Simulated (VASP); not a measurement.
# Hf (Fd-3m) in VASP: a series of runs

Runs on Hf. Level: revPBE. Tasks: relaxation of cell and atoms, single point.

All numbers are computed with VASP 6.6.1; they aren't measurements. Logs are shortened: lines on timing, memory, paths and dates and some standing lists are left out, and cuts for length are marked.

### 1 The cell of the first run

Symmetry: Fd-3m, No. 227, cubic system. Conventional cell: a = 6.229 Å, b = 6.229 Å, c = 6.229 Å, α = 90.00°, β = 90.00°, γ = 90.00°. Hf (site symmetry -43m) has 4 Hf at 2.70 Å within 3.6 Å.

### 2 Relaxation of cell and atoms, revPBE

The input, INCAR:

```
SYSTEM = Hf
PREC = Accurate
ENCUT = 600
EDIFF = 1E-6
ISMEAR = -1
SIGMA = 0.1
LREAL = .False.
LASPH = .True.
NELM = 100
ALGO = Normal
ISIF = 3
LWAVE = .False.
LCHARG = .False.
GGA = RE
IBRION = 2
NSW = 80
EDIFFG = -0.01
```

The input, KPOINTS:

```
Automatic mesh
0
Gamma
  9 9 9
  0 0 0
```

The input, POSCAR:

```
Hf
1.0
    0.0000000000      3.1145822620      3.1145822620
    3.1145822620      0.0000000000      3.1145822620
    3.1145822620      3.1145822620      0.0000000000
Hf
2
Direct
    0.1250000000      0.1250000000      0.1250000000
    0.8750000000      0.8750000000      0.8750000000
```

Potentials or basis: VASP PAW PBE potentials, release 64 (Hf_pv).

Run with:

```console
$ cat potpaw_PBE.64/Hf_pv/POTCAR > POTCAR
$ mpirun -np 1 vasp_std > vasp.out
```

OUTCAR:

```text
SYSTEM = Hf
   PREC = Accurate
   ENCUT = 600
   EDIFF = 1E-6
   ISMEAR = -1
   LREAL = .False.
   LASPH = .True.
   NELM = 100
   ISIF = 3
   GGA = RE
   IBRION = 2
   NSW = 80
   EDIFFG = -0.01

 ion  position               nearest neighbor table
   1  0.125  0.125  0.125-   2 2.70   2 2.70   2 2.70   2 2.70
   2  0.875  0.875  0.875-   1 2.70   1 2.70   1 2.70   1 2.70

  LATTYP: Found a face centered cubic cell.
 ALAT       =     6.2291645240

  Lattice vectors:

 A1 = (   0.0000000000,   3.1145822620,   3.1145822620)
 A2 = (   3.1145822620,   0.0000000000,   3.1145822620)
 A3 = (   3.1145822620,   3.1145822620,   0.0000000000)

Analysis of symmetry for initial positions (statically):
=====================================================================
 Subroutine PRICEL returns:
 Original cell was already a primitive cell.

 Routine SETGRP: Setting up the symmetry group for a
 face centered cubic supercell.

 Subroutine GETGRP returns: Found 48 space group operations
 (whereof 12 operations were pure point group operations)
 out of a pool of 48 trial point group operations.

The static configuration has the point symmetry D_3d.
 The point group associated with its full space group is O_h .

Analysis of symmetry for dynamics (positions and initial velocities):
=====================================================================
 Subroutine PRICEL returns:
 Original cell was already a primitive cell.

 Routine SETGRP: Setting up the symmetry group for a
 face centered cubic supercell.

 Subroutine GETGRP returns: Found 48 space group operations
 (whereof 12 operations were pure point group operations)
 out of a pool of 48 trial point group operations.

The dynamic configuration has the point symmetry D_3d.
 The point group associated with its full space group is O_h .

 Subroutine INISYM returns: Found 48 space group operations
 (whereof 12 operations are pure point group operations),
 and found     1 'primitive' translations

----------------------------------------------------------------------------------------

                                     Primitive cell

  volume of cell :      60.4268

  direct lattice vectors                    reciprocal lattice vectors
     0.000000000  3.114582262  3.114582262    -0.160535172  0.160535172  0.160535172
     3.114582262  0.000000000  3.114582262     0.160535172 -0.160535172  0.160535172
     3.114582262  3.114582262  0.000000000     0.160535172  0.160535172 -0.160535172

  length of vectors
     4.404684476  4.404684476  4.404684476     0.278055075  0.278055075  0.278055075

  position of ions in fractional coordinates (direct lattice)
     0.125000000  0.125000000  0.125000000
     0.875000000  0.875000000  0.875000000

  ion indices of the primitive-cell ions
   primitive index   ion index
                 1           1
                 2           2

----------------------------------------------------------------------------------------

 KPOINTS: Automatic mesh

Automatic generation of k-mesh.
 Grid dimensions read from file:
 generate k-points for:    9    9    9

 Generating k-lattice:

  Cartesian coordinates                     Fractional coordinates (reciprocal lattice)
    -0.017837241  0.017837241  0.017837241     0.111111111  0.000000000  0.000000000
     0.017837241 -0.017837241  0.017837241     0.000000000  0.111111111  0.000000000
     0.017837241  0.017837241 -0.017837241     0.000000000  0.000000000  0.111111111

  Length of vectors
     0.030895008  0.030895008  0.030895008

  Shift w.r.t. Gamma in fractional coordinates (k-lattice)
     0.000000000  0.000000000  0.000000000

 Subroutine IBZKPT returns following result:
 ===========================================

 Found     35 irreducible k-points:

 Following reciprocal coordinates:
            Coordinates               Weight
  0.000000  0.000000  0.000000      1.000000
  0.111111  0.000000  0.000000      8.000000
  0.222222  0.000000  0.000000      8.000000
  0.333333  0.000000  0.000000      8.000000
  0.444444  0.000000  0.000000      8.000000
  0.111111  0.111111  0.000000      6.000000
[... 16 lines left out ...]
 -0.333333  0.333333  0.000000     12.000000
  0.444444  0.444444  0.000000      6.000000
 [... further k-points ...]
   k-points           NKPTS =     35   k-points in BZ     NKDIM =     35   number of bands    NBANDS=     14
   number of dos      NEDOS =    301   number of ions     NIONS =      2
   total plane-waves  NPLWV =  46656
   dimension x,y,z NGX =    36 NGY =   36 NGZ =   36
   dimension x,y,z NGXF=    72 NGYF=   72 NGZF=   72
   ions per type =               2
   NGX,Y,Z   is equivalent  to a cutoff of  13.59, 13.59, 13.59 a.u.
   NGXF,Y,Z  is equivalent  to a cutoff of  27.17, 27.17, 27.17 a.u.
 SYSTEM =  Hf
   PREC   = accura    normal or accurate (medium, high low for compatibility)
   ISTART =      0    job   : 0-new  1-cont  2-samecut
   ICHARG =      2    charge: 1-file 2-atom 10-const
   ISPIN  =      1    spin polarized calculation?
   LNONCOLLINEAR =      F non collinear calculations
   LSORBIT =      F    spin-orbit coupling
   LASPH  =      T    aspherical Exc in radial PAW
   ENCUT  =  600.0 eV  44.10 Ry    6.64 a.u.   8.80  8.80  8.80*2*pi/ulx,y,z
   NELM   =    100;   NELMIN=  2; NELMDL= -5     # of ELM steps
   EDIFF  = 0.1E-05   stopping-criterion for ELM
   LREAL  =      F    real-space projection
   EDIFFG = -.1E-01   stopping-criterion for IOM
   NSW    =     80    number of steps for IOM
   IBRION =      2    ionic relax: 0-MD 1-quasi-New 2-CG
   NFREE  =      1    steps in history (QN), initial steepest desc. (CG)
   ISIF   =      3    stress and relaxation
   ISYM   =      2    0-nonsym 1-usesym 2-fastsym
   POTIM  = 0.5000    time-step for ionic-motion
   TEBEG  =    0.0;   TEEND  =   0.0 temperature during run
   PSTRESS=    0.0 pullay stress
   NELECT =      20.0000    total number of electrons
   NUPDOWN=      -1.0000    fix difference up-down
   EMIN   =  10.00;   EMAX   =-10.00  energy-range for DOS
   EFERMI =   0.00;   METHOD = LEGACY
   ISMEAR =    -1;   SIGMA  =   0.10  broadening in eV -4-tet -1-fermi 0-gaus
   EFERMI_NEDOS =   21; number of points for ismear=-14 and -15
   IALGO  =     38    algorithm
   IMIX   =      4    mixing-type and parameters
     AMIX     =   0.40;   BMIX     =  1.00
     AMIX_MAG =   1.60;   BMIX_MAG =  1.00
  volume/ion in A,a.u.               =      30.21       203.89
  Fermi-wavevector in a.u.,A,eV,Ry     =   1.132422  2.139968 17.447838  1.282380
  Thomas-Fermi vector in A             =   2.269123
   LORBIT       =      0    0 simple, 1 ext, 2 COOP (PROOUT), +10 PAW based schemes
   GGA     = RE    functional components
   LHFCALC =     F    Hartree Fock is set to
   AEXX    =    0.0000 exact exchange contribution
   IVDW    =     0    specifies the selected vdW correction
   LEPSILON=     F    determine dielectric tensor
   LRPA    =     F    only Hartree local field effects (RPA)
 conjugate gradient relaxation of ions
 non-spin polarized calculation
  energy-cutoff  :      600.00
  volume of cell :       60.43
 maximum number of plane-waves:      2029
   NGX = 17   NGY = 17   NGZ = 17

--------------------------------------- Ionic step        1  -------------------------------------------

 number of electron      20.0000002 magnetization

 Free energy of the ion-electron system (eV)
  ---------------------------------------------------
  ext. energy  EPLUGINS =         0.00000000
  ---------------------------------------------------
  free energy    TOTEN  =       -13.71780310 eV

  energy without entropy =      -13.57364491  energy(sigma->0) =      -13.64572401

------------------------ aborting loop because EDIFF is reached ----------------------------------------

  FORCE on cell =-STRESS in cart. coord.  units (eV):
  Direction    XX          YY          ZZ          XY          YZ          ZX
  --------------------------------------------------------------------------------------
  -------------------------------------------------------------------------------------
  Total        2.2417525      2.2417525      2.2417525     -0.0000000     -0.0000000      0.0000000
  in kB       59.4386356     59.4386356     59.4386356     -0.0000000     -0.0000000      0.0000000
  external PRESSURE =      59.4386356 kB  Pullay stress =       0.0000000 kB
[... 93 lines left out ...]
  energy  without entropy=      -13.7483866498  energy(sigma->0) =      -13.83320396

--------------------------------------- Ionic step        4  -------------------------------------------

 number of electron      20.0000003 magnetization

 Free energy of the ion-electron system (eV)
  ---------------------------------------------------
  ext. energy  EPLUGINS =         0.00000000
  ---------------------------------------------------
  free energy    TOTEN  =       -13.91809265 eV

  energy without entropy =      -13.74862283  energy(sigma->0) =      -13.83335774

 E-fermi :   1.5060     XC(G=0):  -8.9032

 val. band max:        1.4984838160   @ k =   0.2222   0.0000   0.0000
 cond. band min:       1.5087792516   @ k =   0.3333   0.0000   0.0000
 fundamental gap:      0.0102954356
 Fermi energy:         1.5060312469

 k-point     1 :       0.0000    0.0000    0.0000
  band No.  band energies     occupation
      1     -29.5557      2.00000
      2     -29.5557      2.00000
      3     -29.5557      2.00000
      4     -29.0260      2.00000
      5     -29.0260      2.00000
      6     -29.0260      2.00000
      7      -3.5374      2.00000
      8       1.2540      1.85111
      9       1.2540      1.85111
     10       1.6351      0.43144
     11       1.6351      0.43144
     12       1.6351      0.43144
     13       3.5057      0.00000
     14       3.5057      0.00000
[... 375 lines left out ...]
 k-point    24 :       0.4444    0.4444    0.0000
  band No.  band energies     occupation
      1     -29.6641      2.00000
      2     -29.6641      2.00000
      3     -29.3448      2.00000
      4     -29.2534      2.00000
      5     -28.9131      2.00000
      6     -28.9131      2.00000
      7      -0.4345      2.00000
      8       0.2008      2.00000
      9       0.5114      1.99990
     10       0.8778      1.99627
     11       1.8430      0.06649
     12       1.8430      0.06649
     13       3.1316      0.00000
     14       4.0685      0.00000

 [... further k-points ...]
[... 5 lines left out ...]
  --------------------------------------------------------------------------------------
  -------------------------------------------------------------------------------------
  Total        0.0037592      0.0037592      0.0037592      0.0000000     -0.0000000      0.0000000
  in kB        0.0834007      0.0834007      0.0834007      0.0000000     -0.0000000      0.0000000
  external PRESSURE =       0.0834007 kB  Pullay stress =       0.0000000 kB
[... 17 lines left out ...]
  FREE ENERGIE OF THE ION-ELECTRON SYSTEM (eV)
  ---------------------------------------------------
  free  energy   TOTEN  =       -13.9180926520 eV

  energy  without entropy=      -13.7486228319  energy(sigma->0) =      -13.83335774

 reached required accuracy - stopping structural energy minimisation
```

Wall time 58 s (1 thread of Intel Xeon Platinum 8375C at 2.90GHz (Ice Lake), shared host); peak memory 0.23 GiB.

What came out:

```
Free energy                            : -13.9181 eV
Relaxed volume                         : 36.11 Å³/atom
Relaxed cell                           : a = 4.674 Å, b = 4.674 Å, c = 4.674 Å, α = 60.00°, β = 60.00°, γ = 60.00°
Space group after relaxing (to 0.05 Å) : Fd-3m (No. 227)
Energy gained by relaxing              : 100.1 meV/atom
Ionic steps                            : 4
Pressure after relaxing                : 0.0 GPa
Band gap on the k mesh                 : zero (band 10 reaches 1.83 eV, above the bottom of band 11 at 1.27 eV)
```

Step by step:
```tsv
step	energy change (eV)	largest force (eV/Å)	pressure (GPa)	volume (Å³)
1	0.0000	0.0000	5.94	60.43
2	-0.1976	0.0000	0.60	70.77
3	-0.2002	0.0000	-0.10	72.47
4	-0.2003	0.0000	0.01	72.22
```

Final structure:
```xyz
2
Lattice="0.0000 3.3052 3.3052 3.3052 0.0000 3.3052 3.3052 3.3052 0.0000" Properties=species:S:1:pos:R:3 pbc="T T T"
Hf    0.8263    0.8263    0.8263
Hf    5.7842    5.7842    5.7842
```

Levels at points of the mesh, in eV from the Fermi level:
```tsv
k point	band 6	band 7	band 8	band 9	band 10	band 11	band 12	band 13	band 14
(0.00, 0.00, 0.00)	-30.53	-5.04	-0.25	-0.25	0.13	0.13	0.13	2.00	2.00
```

Caveat: the volume moved by over 15 % at a fixed basis, so the end points are rough; the PAW data sets were made with another functional, which shifts forces and pressure a little; spin-orbit coupling is left out, which moves the levels of the heavy elements.

### 3 Single point, revPBE

This run uses another cell than the first one, of 36.37 Å³/atom, 1.204 times its volume.

The input, INCAR:

```
SYSTEM = Hf
PREC = Accurate
ENCUT = 520
EDIFF = 1E-6
ISMEAR = -1
SIGMA = 0.1
LREAL = .False.
LASPH = .True.
NELM = 100
ALGO = Normal
ISIF = 2
LWAVE = .False.
LCHARG = .True.
GGA = RE
LELF = .True.
LVHAR = .True.
NBANDS = 17
```

The input, KPOINTS:

```
Automatic mesh
0
Gamma
  14 14 14
  0 0 0
```

The input, POSCAR:

```
Hf
1.0
    0.0000000000      3.3131201373      3.3131201373
    3.3131201373      0.0000000000      3.3131201373
    3.3131201373      3.3131201373      0.0000000000
Hf
2
Direct
    0.1250000000      0.1250000000      0.1250000000
    0.8750000000      0.8750000000      0.8750000000
```

Potentials or basis: VASP PAW PBE potentials, release 64 (Hf_pv).

Run with:

```console
$ cat potpaw_PBE.64/Hf_pv/POTCAR > POTCAR
$ mpirun -np 1 vasp_std > vasp.out
```

Wall time 68 s (1 thread of Intel Xeon Platinum 8375C at 2.90GHz (Ice Lake), shared host); peak memory 0.26 GiB.

Results (log left out):

| Item | Value |
| --- | --- |
| Free energy | -13.9201 eV |
| Pressure | -0.3 GPa |
| Band gap on the k mesh | zero (band 10 reaches 1.79 eV, above the bottom of band 11 at 1.18 eV) |

Levels at points of the mesh, in eV from the Fermi level:
| k point | band 6 | band 7 | band 8 | band 9 | band 10 | band 11 | band 12 | band 13 | band 14 | band 15 |
| --- | --- | --- | --- | --- | --- | --- | --- | --- | --- | --- |
| (0.00, 0.00, 0.00) | -30.55 | -5.03 | -0.24 | -0.24 | 0.13 | 0.13 | 0.13 | 1.99 | 1.99 | 1.99 |
| (0.50, 0.00, 0.00) | -30.49 | -3.01 | -0.84 | -0.22 | -0.22 | -0.10 | 0.21 | 0.21 | 2.92 | 2.92 |
| (0.50, 0.50, 0.00) | -30.44 | -1.29 | -1.29 | -1.17 | -1.17 | 0.33 | 0.33 | 2.07 | 2.07 | 3.30 |

Caveat: the PAW data sets were made with another functional, which shifts forces and pressure a little; spin-orbit coupling is left out, which moves the levels of the heavy elements.
